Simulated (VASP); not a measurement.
**HfB2: relaxation of the atoms with PBE**

HfB2:

```
Hf B
1.0
     3.14000    0.00000    0.00000
    -1.57000    2.71932    0.00000
     0.00000    0.00000    3.48000
Hf B
1 2
Cartesian
  0.0000 0.0000 0.0000
  0.0000 1.8129 1.7400
  1.5700 0.9064 1.7400
```

```json
{"Program": "VASP 6.6.1", "Task": "relaxation of the atoms", "Functional": "PBE", "Potentials or basis": "VASP PAW PBE potentials, release 64 (Hf_pv, B)", "Cutoff": "520 eV", "k mesh": "10 × 10 × 8", "Occupations": "fermi-dirac, width 0.05 eV", "Spin": "no spin polarisation", "Dipole correction": "no", "Further INCAR settings": "ALGO = Normal; EDIFF = 1e-07; IBRION = 2; EDIFFG = -0.02; NSW = 80"}
```

- Pressure after relaxing: 1.0 GPa
- Band gap on the k mesh: zero (bands 8 and 9 overlap by 0.83 eV)

Stress tensor (GPa, compression positive):
```
0.75 0.00 0.00
0.00 0.75 0.00
0.00 0.00 1.52
```

Final structure:
```
Hf B
1.0
     3.14000    0.00000    0.00000
    -1.57000    2.71932    0.00000
     0.00000    0.00000    3.48000
Hf B
1 2
Direct
  0.00000 0.00000 0.00000
  0.33333 0.66667 0.50000
  0.66667 0.33333 0.50000
```

Levels at points of the mesh, in eV from the Fermi level:
| k point | band 5 | band 6 | band 7 | band 8 | band 9 | band 10 | band 11 | band 12 |
| --- | --- | --- | --- | --- | --- | --- | --- | --- |
| (0.00, 0.00, 0.00) | -2.90 | -2.79 | -2.79 | -2.68 | 4.13 | 4.13 | 4.76 | 4.76 |
| (0.50, 0.00, 0.00) | -8.95 | -4.02 | -3.33 | -2.76 | 2.21 | 2.83 | 5.68 | 5.82 |
| (0.00, 0.00, 0.50) | -8.27 | -1.09 | -1.09 | 0.42 | 0.42 | 1.10 | 1.10 | 2.34 |
| (0.50, 0.00, 0.50) | -7.40 | -4.86 | -4.61 | -2.57 | 4.11 | 4.26 | 6.35 | 7.30 |

Run time: 19 s on 1 thread of AMD EPYC 7R13 Processor (Zen 3), on a shared host, peak memory 0.13 GiB.

Caveat: the relaxation stopped at its first step, so nothing moved; spin-orbit coupling is left out, which moves the levels of the heavy elements.
